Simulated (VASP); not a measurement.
# P (Cmce) in VASP: further runs

The runs below take P through relaxation of cell and atoms, single point, with PBE.

All numbers are computed with VASP 6.6.1; they aren't measurements. Logs are shortened: lines on timing, memory, paths and dates and some standing lists are left out, and cuts for length are marked.

**1. The cell of the first run**

Symmetry: Cmce, No. 64, orthorhombic system. The conventional cell has a = 3.295 Å, b = 10.930 Å, c = 4.544 Å, α = 90.00°, β = 90.00°, γ = 90.00°. Within 2.9 Å of P (site symmetry m) lie 3 P at 2.20 to 2.25 Å.

**2. Relaxation of cell and atoms, PBE, target pressure 30 GPa, at which the enthalpy is minimised**

INCAR

```
  PREC = Accurate
  ENCUT = 600
  EDIFF = 1E-7
  ISMEAR = -1
  SIGMA = 0.05
  LREAL = F
  LASPH = T
  NELM = 80
  ALGO = Normal
  ISIF = 3
  LWAVE = F
  LCHARG = F
  GGA = PE
  IBRION = 2
  NSW = 60
  EDIFFG = -0.01
  PSTRESS = 300.0
```

KPOINTS

```
Automatic mesh
0
Gamma
  8 8 6
```

POSCAR

```
P
1.0
    1.6477431241     -5.4650377251      0.0000000000
    1.6477431241      5.4650377251      0.0000000000
    0.0000000000      0.0000000000      4.5436355900
P
4
Direct
    0.9041431300      0.0958568700      0.5888151700
    0.0958568700      0.9041431300      0.4111848300
    0.5958568700      0.4041431300      0.0888151700
    0.4041431300      0.5958568700      0.9111848300
```

Potentials or basis: VASP PAW PBE potentials, release 64 (P).

Launch:

```console
cat potpaw_PBE.64/P/POTCAR > POTCAR
mpirun -np 1 vasp_std > vasp.out
```

OUTCAR:

```text
PREC = Accurate
   ENCUT = 600
   EDIFF = 1E-7
   ISMEAR = -1
   LREAL = F
   LASPH = T
   NELM = 80
   ISIF = 3
   GGA = PE
   IBRION = 2
   NSW = 60
   EDIFFG = -0.01
   PSTRESS = 300.0

 ion  position               nearest neighbor table
   1  0.904  0.096  0.589-   4 2.20   4 2.20   2 2.25
   2  0.096  0.904  0.411-   3 2.20   3 2.20   1 2.25
   3  0.596  0.404  0.089-   2 2.20   2 2.20   4 2.25
   4  0.404  0.596  0.911-   1 2.20   1 2.20   3 2.25

  LATTYP: Found a base centered orthorhombic cell.
 ALAT       =     3.2954862482
 B/A-ratio  =     3.3166806435
 C/A-ratio  =     1.3787451222

  Lattice vectors:

 A1 = (   1.6477431241,  -5.4650377251,   0.0000000000)
 A2 = (   1.6477431241,   5.4650377251,   0.0000000000)
 A3 = (   0.0000000000,   0.0000000000,   4.5436355900)

Analysis of symmetry for initial positions (statically):
=====================================================================
 Subroutine PRICEL returns:
 Original cell was already a primitive cell.

 Routine SETGRP: Setting up the symmetry group for a
 base centered orthorhombic supercell.

 Subroutine GETGRP returns: Found  8 space group operations
 (whereof  4 operations were pure point group operations)
 out of a pool of  8 trial point group operations.

The static configuration has the point symmetry C_2h.
 The point group associated with its full space group is D_2h.

Analysis of symmetry for dynamics (positions and initial velocities):
=====================================================================
 Subroutine PRICEL returns:
 Original cell was already a primitive cell.

 Routine SETGRP: Setting up the symmetry group for a
 base centered orthorhombic supercell.

 Subroutine GETGRP returns: Found  8 space group operations
 (whereof  4 operations were pure point group operations)
 out of a pool of  8 trial point group operations.

The dynamic configuration has the point symmetry C_2h.
 The point group associated with its full space group is D_2h.

 Subroutine INISYM returns: Found  8 space group operations
 (whereof  4 operations are pure point group operations),
 and found     1 'primitive' translations

----------------------------------------------------------------------------------------

                                     Primitive cell

  volume of cell :      81.8307

  direct lattice vectors                    reciprocal lattice vectors
     1.647743124 -5.465037725  0.000000000     0.303445357 -0.091490677  0.000000000
     1.647743124  5.465037725  0.000000000     0.303445357  0.091490677  0.000000000
     0.000000000  0.000000000  4.543635590     0.000000000  0.000000000  0.220088073

  length of vectors
     5.708037731  5.708037731  4.543635590     0.316937894  0.316937894  0.220088073

  position of ions in fractional coordinates (direct lattice)
     0.904143130  0.095856870  0.588815170
     0.095856870  0.904143130  0.411184830
     0.595856870  0.404143130  0.088815170
     0.404143130  0.595856870  0.911184830

  ion indices of the primitive-cell ions
   primitive index   ion index
                 1           1
                 2           2
                 3           3
                 4           4

----------------------------------------------------------------------------------------

 KPOINTS: Automatic mesh

Automatic generation of k-mesh.
 Grid dimensions read from file:
 generate k-points for:    8    8    6

 Generating k-lattice:

  Cartesian coordinates                     Fractional coordinates (reciprocal lattice)
     0.037930670 -0.011436335  0.000000000     0.125000000 -0.000000000  0.000000000
     0.037930670  0.011436335  0.000000000    -0.000000000  0.125000000  0.000000000
     0.000000000  0.000000000  0.036681345     0.000000000  0.000000000  0.166666667

  Length of vectors
     0.039617237  0.039617237  0.036681345

  Shift w.r.t. Gamma in fractional coordinates (k-lattice)
     0.000000000  0.000000000  0.000000000

 Subroutine IBZKPT returns following result:
 ===========================================

 Found     84 irreducible k-points:

 Following reciprocal coordinates:
            Coordinates               Weight
  0.000000  0.000000  0.000000      1.000000
  0.125000  0.000000  0.000000      4.000000
  0.250000  0.000000  0.000000      4.000000
  0.375000  0.000000  0.000000      4.000000
  0.500000  0.000000  0.000000      2.000000
  0.125000  0.125000  0.000000      2.000000
[... 16 lines left out ...]
  0.125000  0.000000  0.166667      8.000000
  0.250000  0.000000  0.166667      8.000000
 [... further k-points ...]
   k-points           NKPTS =     84   k-points in BZ     NKDIM =     84   number of bands    NBANDS=     14
   number of dos      NEDOS =    301   number of ions     NIONS =      4
   total plane-waves  NPLWV =  82944
   dimension x,y,z NGX =    48 NGY =   48 NGZ =   36
   dimension x,y,z NGXF=    96 NGYF=   96 NGZF=   72
   ions per type =               4
   NGX,Y,Z   is equivalent  to a cutoff of  13.98, 13.98, 13.17 a.u.
   NGXF,Y,Z  is equivalent  to a cutoff of  27.96, 27.96, 26.34 a.u.
 SYSTEM =  unknown system
   PREC   = accura    normal or accurate (medium, high low for compatibility)
   ISTART =      0    job   : 0-new  1-cont  2-samecut
   ICHARG =      2    charge: 1-file 2-atom 10-const
   ISPIN  =      1    spin polarized calculation?
   LNONCOLLINEAR =      F non collinear calculations
   LSORBIT =      F    spin-orbit coupling
   LASPH  =      T    aspherical Exc in radial PAW
   ENCUT  =  600.0 eV  44.10 Ry    6.64 a.u.  11.40 11.40  9.07*2*pi/ulx,y,z
   NELM   =     80;   NELMIN=  2; NELMDL= -5     # of ELM steps
   EDIFF  = 0.1E-06   stopping-criterion for ELM
   LREAL  =      F    real-space projection
   EDIFFG = -.1E-01   stopping-criterion for IOM
   NSW    =     60    number of steps for IOM
   IBRION =      2    ionic relax: 0-MD 1-quasi-New 2-CG
   NFREE  =      1    steps in history (QN), initial steepest desc. (CG)
   ISIF   =      3    stress and relaxation
   ISYM   =      2    0-nonsym 1-usesym 2-fastsym
   POTIM  = 0.5000    time-step for ionic-motion
   TEBEG  =    0.0;   TEEND  =   0.0 temperature during run
   PSTRESS=  300.0 pullay stress
   NELECT =      20.0000    total number of electrons
   NUPDOWN=      -1.0000    fix difference up-down
   EMIN   =  10.00;   EMAX   =-10.00  energy-range for DOS
   EFERMI =   0.00;   METHOD = LEGACY
   ISMEAR =    -1;   SIGMA  =   0.05  broadening in eV -4-tet -1-fermi 0-gaus
   EFERMI_NEDOS =   21; number of points for ismear=-14 and -15
   IALGO  =     38    algorithm
   IMIX   =      4    mixing-type and parameters
     AMIX     =   0.40;   BMIX     =  1.00
     AMIX_MAG =   1.60;   BMIX_MAG =  1.00
  volume/ion in A,a.u.               =      20.46       138.06
  Fermi-wavevector in a.u.,A,eV,Ry     =   1.023559  1.934246 14.254450  1.047673
  Thomas-Fermi vector in A             =   2.157299
   LORBIT       =      0    0 simple, 1 ext, 2 COOP (PROOUT), +10 PAW based schemes
   GGA     = PE    functional components
   LHFCALC =     F    Hartree Fock is set to
   AEXX    =    0.0000 exact exchange contribution
   IVDW    =     0    specifies the selected vdW correction
   LEPSILON=     F    determine dielectric tensor
   LRPA    =     F    only Hartree local field effects (RPA)
 conjugate gradient relaxation of ions
 non-spin polarized calculation
  energy-cutoff  :      600.00
  volume of cell :       81.83
 maximum number of plane-waves:      2758
 NGX is ok and might be reduce to    48
   NGX = 23   NGY = 23   NGZ = 19

--------------------------------------- Ionic step        1  -------------------------------------------

 number of electron      20.0000001 magnetization

 Free energy of the ion-electron system (eV)
  ---------------------------------------------------
  ext. energy  EPLUGINS =         0.00000000
  ---------------------------------------------------
  free energy    TOTEN  =       -21.49131643 eV

  energy without entropy =      -21.49091945  energy(sigma->0) =      -21.49111794

 E-fermi :   5.9378     XC(G=0):  -9.4249

 val. band max:        5.8828254159   @ k =   0.5000   0.5000   0.0000
 cond. band min:       5.9928486619   @ k =   0.5000   0.5000   0.0000
 fundamental gap:      0.1100232460
 Fermi energy:         5.9377544528

 k-point     1 :       0.0000    0.0000    0.0000
  band No.  band energies     occupation
      1      -9.9429      2.00000
      2      -7.1974      2.00000
      3      -3.9262      2.00000
      4      -0.9008      2.00000
      5       0.9127      2.00000
      6       0.9770      2.00000
      7       1.8034      2.00000
      8       3.0886      2.00000
      9       3.2974      2.00000
     10       4.6567      2.00000
     11       6.4443      0.00008
     12       6.8874      0.00000
[... 911 lines left out ...]
  band No.  band energies     occupation
      1      -6.8605      2.00000
      2      -3.3095      2.00000
      3      -0.9045      2.00000
      4       1.8638      2.00000
      5       2.7525      2.00000
      6       3.2378      2.00000
      7       4.9896      2.00000
      8       5.5978      2.00000
      9       7.1947      2.00000
     10       7.7668      2.00000
     11      10.7133      0.00000
     12      11.3624      0.00000
     13      12.7000      0.00000
     14      13.5888      0.00000

 [... further k-points ...]

[... ionic steps 4 to 20 ...]

--------------------------------------- Ionic step       21  -------------------------------------------

 number of electron      20.0000000 magnetization

------------------------ aborting loop because EDIFF is reached ----------------------------------------

  FORCE on cell =-STRESS in cart. coord.  units (eV):
  Direction    XX          YY          ZZ          XY          YZ          ZX
  --------------------------------------------------------------------------------------
  -------------------------------------------------------------------------------------
  Total        9.1572860      9.0472399      9.1488796      0.0000000      0.0000000      0.0000000
  in kB      300.8545303    297.2390632    300.5783460      0.0000000      0.0000000      0.0000000
  external PRESSURE =      -0.4426868 kB  Pullay stress =     300.0000000 kB
[... 65 lines left out ...]
  enthalpy is  TOTEN    =       -10.3956316057 eV   P V=        9.1332808379

--------------------------------------- Ionic step       23  -------------------------------------------

 number of electron      20.0000000 magnetization

 Free energy of the ion-electron system (eV)
  ---------------------------------------------------
  ext. energy  EPLUGINS =         0.00000000
  ---------------------------------------------------
  free energy    TOTEN  =       -19.52461772 eV

  energy without entropy =      -19.51570332  energy(sigma->0) =      -19.52016052

 E-fermi :  12.4505     XC(G=0): -12.1470

 val. band max:       12.4347810842   @ k =   0.5000   0.1250   0.0000
 cond. band min:      12.4614687529   @ k =   0.3750   0.3750   0.1667
 fundamental gap:      0.0266876686
 Fermi energy:        12.4504841972

 k-point     1 :       0.0000    0.0000    0.0000
  band No.  band energies     occupation
      1      -6.0755      2.00000
      2      -0.8310      2.00000
      3       2.3001      2.00000
      4       5.0266      2.00000
      5       5.1794      2.00000
      6       8.5792      2.00000
      7       8.8921      2.00000
      8       9.1706      2.00000
      9      10.7097      2.00000
     10      10.8953      2.00000
     11      14.5355      0.00000
     12      14.7353      0.00000
[... 424 lines left out ...]
  FREE ENERGIE OF THE ION-ELECTRON SYSTEM (eV)
  ---------------------------------------------------
  free  energy   TOTEN  =       -19.5246177236 eV

  energy  without entropy=      -19.5157033183  energy(sigma->0) =      -19.52016052

  enthalpy is  TOTEN    =       -10.3956527508 eV   P V=        9.1289649728

 reached required accuracy - stopping structural energy minimisation
```

Run time: 15 min. Hardware: 1 thread of Intel Xeon 6975P-C (Granite Rapids), shared host; peak memory 0.33 GiB.

What came out:

```yaml
Free_energy: -19.5246 eV
Relaxed_volume: 12.19 Å³/atom
Relaxed_cell: a = 4.852 Å, b = 4.852 Å, c = 3.448 Å, α = 90.00°, β = 90.00°, γ = 143.09°
Space_group_after_relaxing_to_0.1_Å: Fmmm (No. 69)
Energy_change_on_relaxing_the_run_minimises_the_enthalpy: +491.7 meV/atom
Ionic_steps: 23
Pressure_after_relaxing: 30.0 GPa
Largest_force_after_relaxing: 0.010 eV/Å
Band_gap_on_the_k_mesh: zero (bands 10 and 11 overlap by 2.53 eV)
```

Forces in eV/Å, atoms in the order of the input:
```
P    0.000  0.010  0.000
P    0.000 -0.010  0.000
P    0.000 -0.010  0.000
P    0.000  0.010  0.000
```

Step by step:
```csv
step,energy change (eV),largest force (eV/Å),pressure (GPa),volume (Å³)
1,0.0000,0.2862,1.68,81.83
2,9.9632,11.4333,144.59,46.04
3,1.1482,2.6378,26.54,66.33
4,1.3435,2.8998,29.57,65.18
5,1.2557,2.0737,28.85,58.74
6,2.2748,0.8109,35.63,48.90
7,2.1365,1.7174,23.73,50.15
8,2.0339,0.7030,28.34,49.43
9,2.0381,0.6518,28.58,49.41
10,2.0430,0.5960,32.53,48.75
11,2.0596,0.6003,33.19,48.64
12,1.8084,0.1195,29.00,49.69
13,1.8213,0.1051,29.22,49.62
14,1.8561,0.1261,29.85,49.42
15,1.8891,0.1542,30.42,49.23
16,1.8854,0.1136,29.81,49.23
17,1.8835,0.1022,29.05,49.23
18,1.9117,0.0766,29.38,49.07
19,1.9884,0.0132,30.46,48.64
20,1.9771,0.0207,30.28,48.70
21,1.9644,0.0067,29.96,48.77
22,1.9624,0.0107,29.90,48.78
23,1.9667,0.0098,29.98,48.75
```

Final structure:
```
P
1.0
     1.53606   -4.60294    0.00000
     1.53606    4.60294    0.00000
     0.00000    0.00000    3.44775
P
4
Cartesian
  1.5361 -3.4895 1.7454
  1.5361 3.4895 1.7023
  1.5361 -1.1134 0.0215
  1.5361 1.1134 3.4262
```

Levels at points of the mesh, in eV from the Fermi level:
```tsv
k point	band 7	band 8	band 9	band 10	band 11	band 12	band 13	band 14
(0.00, 0.00, 0.00)	-3.56	-3.28	-1.74	-1.56	2.09	2.28	2.87	5.32
(0.50, 0.00, 0.00)	-3.54	-3.54	-1.62	-1.62	-1.02	-1.02	1.06	1.06
(0.50, 0.50, 0.00)	-4.18	-4.13	-2.97	-1.16	-0.24	2.41	4.45	5.63
(0.00, 0.00, 0.50)	-1.21	-1.21	-0.44	-0.44	1.12	1.12	2.20	2.20
(0.50, 0.00, 0.50)	-7.98	-7.98	-2.81	-2.81	0.58	0.58	7.02	7.02
(0.50, 0.50, 0.50)	-2.20	-2.20	-0.32	-0.32	0.62	0.62	1.51	1.51
```

Caveat: the cell is relaxed towards a set pressure, so the run minimises the enthalpy, not the energy; the volume moved by over 15 % at a fixed basis, so the end points are rough.

**3. Single point, PBE**

This run uses another cell than the first one, of 13.64 Å³/atom.

INCAR

```
SYSTEM = P
PREC = Accurate ; ENCUT = 520
EDIFF = 1E-6 ; ISMEAR = -1
SIGMA = 0.05 ; LREAL = .FALSE.
LASPH = .TRUE. ; NELM = 60
ALGO = Normal ; ISIF = 2
LWAVE = .FALSE. ; LCHARG = .FALSE.
GGA = PE ; NBANDS = 18
```

KPOINTS

```
regular mesh
0
G
  8 8 6
  0 0 0
```

POSCAR

```
P
1.0
    1.6581788372     -4.6923320862      0.0000000000
    1.6581788372      4.6923320862      0.0000000000
    0.0000000000      0.0000000000      3.5055724387
P
4
Direct
    0.8830056144      0.1169943856      0.5403873259
    0.1169943856      0.8830056144      0.4596126741
    0.6169943856      0.3830056144      0.0403873259
    0.3830056144      0.6169943856      0.9596126741
```

Potentials or basis: VASP PAW PBE potentials, release 64 (P).

Launch:

```console
cat potpaw_PBE.64/P/POTCAR > POTCAR
mpirun -np 1 vasp_std > vasp.out
```

Run time: 65 s. Hardware: 1 thread of Intel Xeon Platinum 8488C (Sapphire Rapids), shared host; peak memory 0.21 GiB.

The run converged. Its results:

```
Free energy            : -20.4081 eV
Pressure               : 19.6 GPa
Largest force          : 0.069 eV/Å
Band gap on the k mesh : zero (bands 10 and 11 overlap by 1.61 eV)
```

Forces on the atoms (eV/Å):
```
P    0.000 -0.047  0.051
P    0.000  0.047 -0.051
P    0.000  0.047  0.051
P    0.000 -0.047 -0.051
```

Stress tensor (GPa, compression positive):
```
19.60  0.00  0.00
 0.00 19.45  0.00
 0.00  0.00 19.63
```

Levels at points of the mesh, in eV from the Fermi level:
| k point | band 8 | band 9 | band 10 | band 11 | band 12 | band 13 |
| --- | --- | --- | --- | --- | --- | --- |
| (0.00, 0.00, 0.00) | -2.72 | -2.37 | -1.02 | 1.87 | 2.22 | 2.89 |
| (0.50, 0.00, 0.00) | -2.54 | -1.78 | -1.78 | 0.28 | 0.28 | 1.91 |
| (0.50, 0.50, 0.00) | -2.76 | -2.13 | -1.56 | -0.42 | 1.78 | 3.18 |
| (0.00, 0.00, 0.50) | -2.82 | 0.05 | 0.05 | 0.37 | 0.37 | 1.28 |
| (0.50, 0.00, 0.50) | -6.87 | -2.39 | -2.39 | 1.22 | 1.22 | 7.19 |
| (0.50, 0.50, 0.50) | -1.97 | -0.53 | -0.53 | 0.92 | 0.92 | 1.66 |

Caveat: the cell stands under pressure.

**4. Single point, PBE**

This run uses another cell than the first one, of 15.26 Å³/atom.

INCAR

```
SYSTEM = P
PREC = Accurate
ENCUT = 520
EDIFF = 1E-6
ISMEAR = -1
SIGMA = 0.05
LREAL = .FALSE.
LASPH = .TRUE.
NELM = 100
ALGO = Normal
ISIF = 2
LWAVE = .FALSE.
LCHARG = .FALSE.
GGA = PE
NBANDS = 18
```

KPOINTS

```
Automatic mesh
0
G
  8 8 6
  0 0 0
```

POSCAR

```
P
1.0
    1.6681570659     -4.8933066532      0.0000000000
    1.6681570659      4.8933066532      0.0000000000
    0.0000000000      0.0000000000      3.7399450886
P
4
Direct
    0.8875528398      0.1124471602      0.5526501243
    0.1124471602      0.8875528398      0.4473498757
    0.6124471602      0.3875528398      0.0526501243
    0.3875528398      0.6124471602      0.9473498757
```

Launch:

```console
cat potpaw_PBE.64/P/POTCAR > POTCAR
mpirun -np 1 vasp_std > vasp.out
```

Run time: 64 s. Hardware: 1 thread of Intel Xeon Platinum 8488C (Sapphire Rapids), shared host; peak memory 0.22 GiB.

It converged, with:

| Property | Result |
| --- | --- |
| Free energy | -21.0020 eV |
| Pressure | 9.6 GPa |
| Largest force | 0.069 eV/Å |
| Band gap on the k mesh | zero (bands 10 and 11 overlap by 0.92 eV) |

Forces in eV/Å, atoms in the order of the input:
```
P    0.000 -0.047  0.050
P    0.000  0.047 -0.050
P    0.000  0.047  0.050
P    0.000 -0.047 -0.050
```

Stress tensor (GPa, compression positive):
```
9.67 0.00 0.00
0.00 9.55 0.00
0.00 0.00 9.65
```

Levels at points of the mesh, in eV from the Fermi level:
```tsv
k point	band 6	band 7	band 8	band 9	band 10	band 11	band 12	band 13	band 14	band 15
(0.00, 0.00, 0.00)	-4.52	-3.36	-3.22	-2.77	-1.17	1.42	1.89	2.00	4.50	6.07
(0.50, 0.00, 0.00)	-4.68	-2.81	-2.81	-2.43	-2.43	0.32	0.32	1.49	1.49	3.75
(0.50, 0.50, 0.00)	-5.04	-4.42	-2.54	-2.23	-1.22	-0.03	1.15	2.80	4.02	5.52
(0.00, 0.00, 0.50)	-5.88	-3.04	-3.04	-0.32	-0.32	1.11	1.11	1.38	1.38	6.40
(0.50, 0.00, 0.50)	-6.87	-6.33	-6.33	-2.46	-2.46	1.33	1.33	6.46	6.46	6.95
(0.50, 0.50, 0.50)	-3.23	-2.29	-2.29	-0.81	-0.81	0.96	0.96	2.00	2.00	3.40
```

Caveat: the cell stands under pressure.

[end of part 1 of 2]

The gap in the log of VASP goes by the Fermi energy; the results here count the filled bands.